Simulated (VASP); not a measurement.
# Ge2Sb2Te5 (P-3m1) in VASP: single point with PBE

Aim: the single point of Ge2Sb2Te5 with PBE.

All numbers are computed with VASP 6.6.1; they aren't measurements. Logs are shortened: lines on timing, memory, paths and dates and some standing lists are left out, and cuts for length are marked.

### Step 1. The cell of the first run

Symmetry: P-3m1, No. 164, trigonal system. The conventional cell has a = 4.294 Å, b = 4.294 Å, c = 17.596 Å, α = 90.00°, β = 90.00°, γ = 120.00°. Te (site symmetry -3m) has 6 Ge at 3.02 Å within 4.0 Å. Te (site symmetry 3m) has 3 Ge at 3.00 Å and 3 Sb at 3.21 Å within 4.0 Å. Within 4.0 Å of Te (site symmetry 3m) lie 3 Sb at 3.01 Å. Ge (site symmetry 3m) has 6 Te at 3.00 to 3.02 Å within 4.0 Å. Sb (site symmetry 3m) has 6 Te at 3.01 to 3.21 Å within 4.0 Å.

### Step 2. Single point, PBE

File INCAR:

```
SYSTEM = Ge2Sb2Te5
ALGO = Normal ; EDIFF = 1E-6
ENCUT = 500 ; GGA = PE
GGA_COMPAT = .FALSE. ; ISIF = 2
ISMEAR = 0 ; LASPH = .TRUE.
LCHARG = .FALSE. ; LREAL = .FALSE.
LWAVE = .FALSE. ; NBANDS = 44
NELM = 120 ; PREC = Accurate
SIGMA = 0.02
```

File KPOINTS:

```
k-points
0
G
  10 10 2
  0 0 0
```

File POSCAR:

```
Ge2Sb2Te5
1.0
    4.2943021072      0.0000000000      0.0000000000
   -2.1471510536      3.7189747163      0.0000000000
    0.0000000000      0.0000000000     17.5961148033
Te Ge Sb
5 2 2
Direct
    0.0000000000      0.0000000000      0.0000000000
    0.3333333333      0.6666666667      0.1945031826
    0.6666666667      0.3333333333      0.8054968174
    0.6666666667      0.3333333333      0.4073115999
    0.3333333333      0.6666666667      0.5926884001
    0.6666666667      0.3333333333      0.0984154304
    0.3333333333      0.6666666667      0.9015845696
    0.0000000000      0.0000000000      0.3100681767
    0.0000000000      0.0000000000      0.6899318233
```

Potentials or basis: VASP PAW PBE potentials, release 64 (Te, Ge_d, Sb).

Run with:

```sh
> cat potpaw_PBE.64/Te/POTCAR potpaw_PBE.64/Ge_d/POTCAR potpaw_PBE.64/Sb/POTCAR > POTCAR
> mpirun -np 1 vasp_std > vasp.out
```

OUTCAR:

```text
SYSTEM = Ge2Sb2Te5
   EDIFF = 1E-6
   ENCUT = 500
   GGA = PE
   ISIF = 2
   ISMEAR = 0
   LASPH = .TRUE.
   LREAL = .FALSE.
   NELM = 120
   PREC = Accurate

 ion  position               nearest neighbor table
   1  0.000  0.000  0.000-   6 3.02   7 3.02   7 3.02   6 3.02   6 3.02   7 3.02
   2  0.333  0.667  0.195-   6 3.00   6 3.00   6 3.00   8 3.21   8 3.21   8 3.21
   3  0.667  0.333  0.805-   7 3.00   7 3.00   7 3.00   9 3.21   9 3.21   9 3.21
   4  0.667  0.333  0.407-   8 3.01   8 3.01   8 3.01
   5  0.333  0.667  0.593-   9 3.01   9 3.01   9 3.01
   6  0.667  0.333  0.098-   2 3.00   2 3.00   2 3.00   1 3.02   1 3.02   1 3.02
   7  0.333  0.667  0.902-   3 3.00   3 3.00   3 3.00   1 3.02   1 3.02   1 3.02
   8  0.000  0.000  0.310-   4 3.01   4 3.01   4 3.01   2 3.21   2 3.21   2 3.21
   9  0.000  0.000  0.690-   5 3.01   5 3.01   5 3.01   3 3.21   3 3.21   3 3.21

  LATTYP: Found a hexagonal cell.
 ALAT       =     4.2943021072
 C/A-ratio  =     4.0975493489

  Lattice vectors:

 A1 = (   4.2943021072,   0.0000000000,   0.0000000000)
 A2 = (  -2.1471510536,   3.7189747163,   0.0000000000)
 A3 = (   0.0000000000,   0.0000000000,  17.5961148033)

Analysis of symmetry for initial positions (statically):
=====================================================================
 Subroutine PRICEL returns:
 Original cell was already a primitive cell.

 Routine SETGRP: Setting up the symmetry group for a
 hexagonal supercell.

 Subroutine GETGRP returns: Found 12 space group operations
 (whereof 12 operations were pure point group operations)
 out of a pool of 24 trial point group operations.

The static configuration has the point symmetry D_3d.

Analysis of symmetry for dynamics (positions and initial velocities):
=====================================================================
 Subroutine PRICEL returns:
 Original cell was already a primitive cell.

 Routine SETGRP: Setting up the symmetry group for a
 hexagonal supercell.

 Subroutine GETGRP returns: Found 12 space group operations
 (whereof 12 operations were pure point group operations)
 out of a pool of 24 trial point group operations.

The dynamic configuration has the point symmetry D_3d.

 Subroutine INISYM returns: Found 12 space group operations
 (whereof 12 operations are pure point group operations),
 and found     1 'primitive' translations

[... 107 lines left out ...]
   NELM   =    120;   NELMIN=  2; NELMDL= -5     # of ELM steps
   EDIFF  = 0.1E-05   stopping-criterion for ELM
   LREAL  =      F    real-space projection
   EDIFFG = 0.1E-04   stopping-criterion for IOM
   NSW    =      0    number of steps for IOM
   IBRION =     -1    ionic relax: 0-MD 1-quasi-New 2-CG
   NFREE  =      0    steps in history (QN), initial steepest desc. (CG)
   ISIF   =      2    stress and relaxation
   ISYM   =      2    0-nonsym 1-usesym 2-fastsym
   POTIM  = 0.5000    time-step for ionic-motion
   TEBEG  =    0.0;   TEEND  =   0.0 temperature during run
   PSTRESS=    0.0 pullay stress
   NELECT =      68.0000    total number of electrons
   NUPDOWN=      -1.0000    fix difference up-down
   EMIN   =  10.00;   EMAX   =-10.00  energy-range for DOS
   EFERMI =   0.00;   METHOD = LEGACY
   ISMEAR =     0;   SIGMA  =   0.02  broadening in eV -4-tet -1-fermi 0-gaus
   EFERMI_NEDOS =   21; number of points for ismear=-14 and -15
   IALGO  =     38    algorithm
   IMIX   =      4    mixing-type and parameters
     AMIX     =   0.40;   BMIX     =  1.00
     AMIX_MAG =   1.60;   BMIX_MAG =  1.00
  volume/ion in A,a.u.               =      31.22       210.71
  Fermi-wavevector in a.u.,A,eV,Ry     =   1.020157  1.927817 14.159854  1.040720
  Thomas-Fermi vector in A             =   2.153711
   LORBIT       =      0    0 simple, 1 ext, 2 COOP (PROOUT), +10 PAW based schemes
   GGA     = PE    functional components
   LHFCALC =     F    Hartree Fock is set to
   AEXX    =    0.0000 exact exchange contribution
   IVDW    =     0    specifies the selected vdW correction
   LEPSILON=     F    determine dielectric tensor
   LRPA    =     F    only Hartree local field effects (RPA)
 non-spin polarized calculation
 Gauss-broadening in eV      SIGMA  =   0.02
  energy-cutoff  :      500.00
  volume of cell :      281.02
 maximum number of plane-waves:      7170
 NGX is ok and might be reduce to    32
   NGX = 15   NGY = 15   NGZ = 65

 number of electron      67.9999994 magnetization

 Free energy of the ion-electron system (eV)
  ---------------------------------------------------
  ext. energy  EPLUGINS =         0.00000000
  ---------------------------------------------------
  free energy    TOTEN  =       -33.99458388 eV

  energy without entropy =      -33.99458388  energy(sigma->0) =      -33.99458388

 E-fermi :   5.8182     XC(G=0):  -9.2625

 val. band max:        5.6671521178   @ k =   0.0000   0.0000   0.0000
 cond. band min:       6.2245553621   @ k =   0.0000   0.0000   0.0000
 fundamental gap:      0.5574032443
 Fermi energy:         5.8182175336

 k-point     1 :       0.0000    0.0000    0.0000
  band No.  band energies     occupation
      1     -19.0534      2.00000
      2     -19.0534      2.00000
      3     -19.0528      2.00000
      4     -19.0528      2.00000
      5     -19.0493      2.00000
      6     -19.0490      2.00000
[... 1117 lines left out ...]
     43       9.2467      0.00000
     44       9.6464      0.00000

 [... further k-points ...]
[... 5 lines left out ...]
  --------------------------------------------------------------------------------------
  -------------------------------------------------------------------------------------
  Total       -0.0675820     -0.0675820     -0.0435069     -0.0000000      0.0000000      0.0000000
  in kB       -0.3853090     -0.3853090     -0.2480483     -0.0000000      0.0000000      0.0000000
  external PRESSURE =      -0.3395554 kB  Pullay stress =       0.0000000 kB

 VOLUME and BASIS-vectors are now :
 -----------------------------------------------------------------------------
  energy-cutoff  :      500.00
  volume of cell :      281.02
      direct lattice vectors                 reciprocal lattice vectors
     4.294302107  0.000000000  0.000000000     0.232866709  0.134445657  0.000000000
    -2.147151054  3.718974716  0.000000000     0.000000000  0.268891314  0.000000000
     0.000000000  0.000000000 17.596114803     0.000000000  0.000000000  0.056830727

 POSITION                                       TOTAL-FORCE (eV/Angst)
 -----------------------------------------------------------------------------------
      0.00000      0.00000      0.00000        -0.000000      0.000000      0.000000
     -0.00000      2.47932      3.42250        -0.000000      0.000000      0.009372
      2.14715      1.23966     14.17361        -0.000000     -0.000000     -0.009372
      2.14715      1.23966      7.16710        -0.000000      0.000000      0.014889
     -0.00000      2.47932     10.42901        -0.000000     -0.000000     -0.014889
      2.14715      1.23966      1.73173        -0.000000      0.000000      0.001664
     -0.00000      2.47932     15.86439         0.000000     -0.000000     -0.001664
      0.00000      0.00000      5.45600        -0.000000     -0.000000     -0.021213
      0.00000      0.00000     12.14012        -0.000000      0.000000      0.021213
 -----------------------------------------------------------------------------------
    total drift:                               -0.000000      0.000000      0.000000

  FREE ENERGIE OF THE ION-ELECTRON SYSTEM (eV)
  ---------------------------------------------------
  free  energy   TOTEN  =       -33.9945838801 eV

  energy  without entropy=      -33.9945838801  energy(sigma->0) =      -33.99458388
```

OSZICAR:

```text
N       E                     dE             d eps       ncg     rms          rms(c)
DAV:   1     0.589473583757E+03    0.58947E+03   -0.26779E+04  3108   0.200E+03
[... 17 lines left out ...]
DAV:  19    -0.339947862433E+02   -0.29751E-05   -0.83978E-07  1712   0.476E-03    0.360E-01
DAV:  20    -0.339947613463E+02    0.24897E-04   -0.42800E-06  2420   0.760E-03    0.321E-01
DAV:  21    -0.339946818820E+02    0.79464E-04   -0.41199E-05  2760   0.236E-02    0.212E-01
DAV:  22    -0.339946348429E+02    0.47039E-04   -0.32936E-05  2716   0.199E-02    0.142E-01
DAV:  23    -0.339946097113E+02    0.25132E-04   -0.15230E-05  3020   0.137E-02    0.967E-02
DAV:  24    -0.339945872628E+02    0.22449E-04   -0.28540E-05  2672   0.182E-02    0.446E-02
DAV:  25    -0.339945837827E+02    0.34801E-05   -0.18214E-05  2944   0.136E-02    0.236E-02
DAV:  26    -0.339945838801E+02   -0.97422E-07   -0.14236E-06  1672   0.542E-03
   1 F= -.33994584E+02 E0= -.33994584E+02  d E =-.942106E-29
```

stdout:

```text
POSCAR found type information on POSCAR TeGeSb
 POSCAR found :  3 types and       9 ions
 scaLAPACK will be used
 LDA part: xc-table for (Slater+PW92), standard interpolation
 POSCAR, INCAR and KPOINTS ok, starting setup
 FFT: planning ... GRIDC
 FFT: planning ... GRID_SOFT
 FFT: planning ... GRID
 WAVECAR not read
 entering main loop
```

Wall time 16 min (1 thread of Intel Xeon 8259CL, shared host); peak memory 0.54 GiB.

Results:

```yaml
Free_energy: -33.9946 eV
Pressure: 0.0 GPa
Largest_force: 0.021 eV/Å
Band_gap_on_the_k_mesh: 0.56 eV, direct
```

Forces on the atoms (eV/Å):
```
Te   0.000  0.000  0.000
Te   0.000  0.000  0.009
Te   0.000  0.000 -0.009
Te   0.000  0.000  0.015
Te   0.000  0.000 -0.015
Ge   0.000  0.000  0.002
Ge   0.000  0.000 -0.002
Sb   0.000  0.000 -0.021
Sb   0.000  0.000  0.021
```

Caveat: spin-orbit coupling is left out, which moves the levels of the heavy elements; this functional lacks dispersion, which binds the layers, so the pressure and a relaxed spacing across them are unreliable. A k mesh can miss the band edges.
